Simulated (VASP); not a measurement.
Input of a VASP 6.6.1 run:

POSCAR

```
Ca2C
1.0
    0.0000000000      3.1285803843      3.1285803843
    3.1285803843      0.0000000000      3.1285803843
    3.1285803843      3.1285803843      0.0000000000
C Ca
1 2
Direct
    0.0000000000      0.0000000000      0.0000000000
    0.2500000000      0.2500000000      0.2500000000
    0.7500000000      0.7500000000      0.7500000000
```

Contents of INCAR.step1:

```
SYSTEM = Ca2C
ALGO     = Normal         ! electronic algorithm
EDIFF    = 1E-4           ! SCF threshold, eV
ENCUT    = 520            ! plane-wave cutoff, eV
GGA      = PE             ! functional
ISMEAR   = 0              ! smearing method
LASPH    = .True.         ! aspherical terms in the spheres
LCHARG   = .False.        ! write CHGCAR
LREAL    = .False.        ! projectors in reciprocal space
LWAVE    = .True.         ! write WAVECAR
NBANDS   = 19             ! bands
NELM     = 100            ! most SCF steps
PREC     = Accurate       ! precision mode
SIGMA    = 0.01           ! smearing width, eV
```

Contents of INCAR.step2:

```
SYSTEM = Ca2C
ALGO     = Normal         ! electronic algorithm
EDIFF    = 1E-7           ! SCF threshold, eV
ENCUT    = 520            ! plane-wave cutoff, eV
ISIF     = 2              ! what is computed and relaxed
ISMEAR   = 0              ! smearing method
ISTART   = 1            
LASPH    = .True.         ! aspherical terms in the spheres
LCHARG   = .True.         ! write CHGCAR
LELF     = .True.         ! ELF
LMIXTAU  = .True.       
LREAL    = .False.        ! projectors in reciprocal space
LVHAR    = .True.       
LWAVE    = .False.        ! write WAVECAR
METAGGA  = R2SCAN         ! meta-GGA
NBANDS   = 19             ! bands
NELM     = 100            ! most SCF steps
PREC     = Accurate       ! precision mode
SIGMA    = 0.01           ! smearing width, eV
```

KPOINTS

```
k-points
0
Gamma
  8 8 8
  0 0 0
```

Potentials or basis: VASP PAW PBE potentials, release 64 (C, Ca_sv).

Command:

```sh
$ cat potpaw_PBE.64/C/POTCAR potpaw_PBE.64/Ca_sv/POTCAR > POTCAR
$ cp INCAR.step1 INCAR
$ mpirun -np 1 vasp_std > vasp.out
$ cp INCAR.step2 INCAR
$ mpirun -np 1 vasp_std > vasp.out
```

(1) What does it give for the pressure?

(2) Estimate the band gap on the k mesh.

Answers

(1) 0.4 GPa.

(2) 0.40 eV.

Caveat: the PAW data sets were made with another functional, which shifts forces and pressure a little.
